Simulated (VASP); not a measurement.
# Cl (P6_3/mmc) in VASP: a series of runs, part 2 of 2

VASP 6.6.1. The steps go on from the part before.

## (3) Relaxation of shape and atoms at fixed volume, LDA

This run uses another cell than the first one, of 10.13 Å³/atom, 1.156 times its volume.

INCAR

```
ALGO     = Normal         # electronic algorithm
EDIFF    = 1E-7           # SCF threshold, eV
EDIFFG   = -0.005         # ionic threshold
ENCUT    = 600            # plane-wave cutoff, eV
GGA      = CA             # functional
IBRION   = 2              # ionic algorithm
ISIF     = 4              # what is computed and relaxed
ISMEAR   = -1             # smearing method
LASPH    = True           # aspherical terms in the spheres
LCHARG   = False          # write CHGCAR
LREAL    = False          # projectors in reciprocal space
LWAVE    = False          # write WAVECAR
NELM     = 80             # most SCF steps
NSW      = 50             # ionic steps
PREC     = Accurate       # precision mode
SIGMA    = 0.1            # smearing width, eV
```

KPOINTS

```
k-points
0
Gamma
  15 15 8
```

POSCAR

```
Cl
1.0
    2.7337389929      0.0000000000      0.0000000000
   -1.3668694964      2.3674874152      0.0000000000
    0.0000000000      0.0000000000      3.1311814190
Cl
2
Direct
    0.3333333333      0.6666666667      0.2500000000
    0.6666666667      0.3333333333      0.7500000000
```

Potentials or basis: VASP PAW LDA potentials, release 64 (Cl).

The run is started by

```console
> cat potpaw_LDA.64/Cl/POTCAR > POTCAR
> mpirun -np 1 vasp_std > vasp.out
```

OUTCAR:

```text
EDIFF = 1E-7
   EDIFFG = -0.005
   ENCUT = 600
   GGA = CA
   IBRION = 2
   ISIF = 4
   ISMEAR = -1
   LASPH = True
   LREAL = False
   NELM = 80
   NSW = 50
   PREC = Accurate

 ion  position               nearest neighbor table
   1  0.333  0.667  0.250-   2 2.22   2 2.22   2 2.22   2 2.22   2 2.22   2 2.22
   2  0.667  0.333  0.750-   1 2.22   1 2.22   1 2.22   1 2.22   1 2.22   1 2.22

  LATTYP: Found a hexagonal cell.
 ALAT       =     2.7337389929
 C/A-ratio  =     1.1453841889

  Lattice vectors:

 A1 = (   2.7337389929,   0.0000000000,   0.0000000000)
 A2 = (  -1.3668694964,   2.3674874152,   0.0000000000)
 A3 = (   0.0000000000,   0.0000000000,   3.1311814190)

Analysis of symmetry for initial positions (statically):
=====================================================================
 Subroutine PRICEL returns:
 Original cell was already a primitive cell.

 Routine SETGRP: Setting up the symmetry group for a
 hexagonal supercell.

 Subroutine GETGRP returns: Found 24 space group operations
 (whereof 12 operations were pure point group operations)
 out of a pool of 24 trial point group operations.

The static configuration has the point symmetry D_3d.
 The point group associated with its full space group is D_6h.

Analysis of symmetry for dynamics (positions and initial velocities):
=====================================================================
 Subroutine PRICEL returns:
 Original cell was already a primitive cell.

 Routine SETGRP: Setting up the symmetry group for a
 hexagonal supercell.

 Subroutine GETGRP returns: Found 24 space group operations
 (whereof 12 operations were pure point group operations)
 out of a pool of 24 trial point group operations.

The dynamic configuration has the point symmetry D_3d.
 The point group associated with its full space group is D_6h.

 Subroutine INISYM returns: Found 24 space group operations
[... 128 lines left out ...]
 conjugate gradient relaxation of ions
 non-spin polarized calculation
  energy-cutoff  :      600.00
  volume of cell :       20.27
 maximum number of plane-waves:       709
 NGX is ok and might be reduce to    24
   NGX = 11   NGY = 11   NGZ = 13

--------------------------------------- Ionic step        1  -------------------------------------------

 number of electron      14.0000004 magnetization

 Free energy of the ion-electron system (eV)
  ---------------------------------------------------
  ext. energy  EPLUGINS =         0.00000000
  ---------------------------------------------------
  free energy    TOTEN  =         1.47344541 eV

  energy without entropy =        1.50396626  energy(sigma->0) =        1.48870583

------------------------ aborting loop because EDIFF is reached ----------------------------------------

  FORCE on cell =-STRESS in cart. coord.  units (eV):
  Direction    XX          YY          ZZ          XY          YZ          ZX
  --------------------------------------------------------------------------------------
  -------------------------------------------------------------------------------------
  Total       15.5520410     15.5520410     24.6266364      0.0000000      0.0000000      0.0000000
  in kB     1229.5466700   1229.5466701   1946.9855278      0.0000000      0.0000000      0.0000000
  external PRESSURE =    1468.6929560 kB  Pullay stress =       0.0000000 kB
[... 203 lines left out ...]
--------------------------------------- Ionic step        7  -------------------------------------------

 number of electron      13.9999997 magnetization

 Free energy of the ion-electron system (eV)
  ---------------------------------------------------
  ext. energy  EPLUGINS =         0.00000000
  ---------------------------------------------------
  free energy    TOTEN  =         0.59711820 eV

  energy without entropy =        0.63318752  energy(sigma->0) =        0.61515286

 E-fermi :  14.1918     XC(G=0): -13.6620

 val. band max:       14.1750345511   @ k =   0.1333   0.0000   0.5000
 cond. band min:      14.2484329700   @ k =   0.2000   0.2000   0.1250
 fundamental gap:      0.0733984189
 Fermi energy:        14.1917962732

 k-point     1 :       0.0000    0.0000    0.0000
  band No.  band energies     occupation
      1      -9.7614      2.00000
      2      -1.9581      2.00000
      3       1.6934      2.00000
      4      13.6184      1.99355
      5      13.6184      1.99355
      6      16.1114      0.00000
      7      16.1114      0.00000
      8      18.0876      0.00000
      9      22.4155      0.00000
     10      26.4826      0.00000
     11      26.4826      0.00000
[... 309 lines left out ...]
 k-point    24 :       0.4000    0.2000    0.0000
  band No.  band energies     occupation
      1      -3.5306      2.00000
      2      -1.7034      2.00000
      3       4.3232      2.00000
      4       7.3862      2.00000
      5       7.4917      2.00000
      6       7.6722      2.00000
      7       9.8903      2.00000
      8      11.9616      2.00000
      9      19.0527      0.00000
     10      23.2165      0.00000
     11      29.3616      0.00000

 [... further k-points ...]
[... 5 lines left out ...]
  --------------------------------------------------------------------------------------
  -------------------------------------------------------------------------------------
  Total       15.7049338     15.7049338     15.7054492      0.0000000      0.0000000      0.0000000
  in kB     1241.6343990   1241.6343992   1241.6751453      0.0000001      0.0000000      0.0000000
  external PRESSURE =    1241.6479812 kB  Pullay stress =       0.0000000 kB
[... 17 lines left out ...]
  FREE ENERGIE OF THE ION-ELECTRON SYSTEM (eV)
  ---------------------------------------------------
  free  energy   TOTEN  =         0.5971181967 eV

  energy  without entropy=        0.6331875235  energy(sigma->0) =        0.61515286

 reached required accuracy - stopping structural energy minimisation
```

OSZICAR:

```text
N       E                     dE             d eps       ncg     rms          rms(c)
DAV:   1     0.818057055659E+02    0.81806E+02   -0.84640E+03  2986   0.138E+03
DAV:   2     0.445437390884E+01   -0.77351E+02   -0.72866E+02  4406   0.227E+02
DAV:   3     0.142536589666E+01   -0.30290E+01   -0.29790E+01  3726   0.477E+01
DAV:   4     0.140016061046E+01   -0.25205E-01   -0.25164E-01  3615   0.490E+00
[... 50 lines left out ...]
       N       E                     dE             d eps       ncg     rms          rms(c)
DAV:   1     0.597103385149E+00   -0.20341E-04   -0.15319E-03  3258   0.330E-01    0.381E-02
DAV:   2     0.597112696086E+00    0.93109E-05   -0.49551E-05  3511   0.648E-02    0.160E-02
DAV:   3     0.597118232999E+00    0.55369E-05   -0.99764E-06  3526   0.251E-02    0.302E-03
DAV:   4     0.597118196748E+00   -0.36252E-07   -0.61282E-07  3327   0.692E-03
   7 F= 0.59711820E+00 E0= 0.61515286E+00  d E =-.244495E-04
```

CONTCAR:

```text
Cl
   1.00000000000000
     2.5027465071721893    0.0000000001092146   -0.0000000000000000
    -1.2513732534457374    2.1674420545420516    0.0000000000000000
    -0.0000000000000000    0.0000000000000000    3.7358428405619573
  Cl
     2
Direct
     0.3333333332999970    0.6666666667000030    0.2500000000000000
     0.6666666667000030    0.3333333332999970    0.7500000000000000

  0.00000000E+00  0.00000000E+00  0.00000000E+00
  0.00000000E+00  0.00000000E+00  0.00000000E+00
```

Wall time 75 s (1 thread of Intel Xeon Platinum 8259CL at 2.50GHz (Skylake/Cascade Lake), shared host); peak memory 0.15 GiB.

Results:

| Property | Result |
| --- | --- |
| Free energy | 0.5971 eV |
| Energy gained by relaxing | 438.2 meV/atom |
| Ionic steps | 7 |
| Pressure after relaxing | 124.2 GPa |
| Band gap on the k mesh | zero (band 7 reaches 16.26 eV, above the bottom of band 8 at 9.88 eV) |

Step by step:
| step | energy change (eV) | largest force (eV/Å) | pressure (GPa) | volume (Å³) |
| --- | --- | --- | --- | --- |
| 1 | 0.0000 | 0.0000 | 146.87 | 20.27 |
| 2 | -0.8463 | 0.0000 | 127.34 | 20.27 |
| 3 | -0.8749 | 0.0000 | 124.80 | 20.27 |
| 4 | -0.8762 | 0.0000 | 124.32 | 20.27 |
| 5 | -0.8763 | 0.0000 | 124.08 | 20.27 |
| 6 | -0.8763 | 0.0000 | 124.12 | 20.27 |
| 7 | -0.8763 | 0.0000 | 124.16 | 20.27 |

Final structure:
```
Cl
1.0
     2.50275    0.00000    0.00000
    -1.25137    2.16744    0.00000
     0.00000    0.00000    3.73584
Cl
2
Direct
  0.33333 0.66667 0.25000
  0.66667 0.33333 0.75000
```

Levels at points of the mesh, in eV from the Fermi level:
| k point | band 3 | band 4 | band 5 | band 6 | band 7 | band 8 | band 9 | band 10 | band 11 |
| --- | --- | --- | --- | --- | --- | --- | --- | --- | --- |
| (0.00, 0.00, 0.00) | -12.50 | -0.57 | -0.57 | 1.92 | 1.92 | 3.90 | 8.22 | 12.29 | 12.29 |
| (0.00, 0.00, 0.50) | -3.54 | -3.54 | 0.68 | 0.68 | 0.68 | 0.68 | 10.50 | 10.50 | 11.47 |
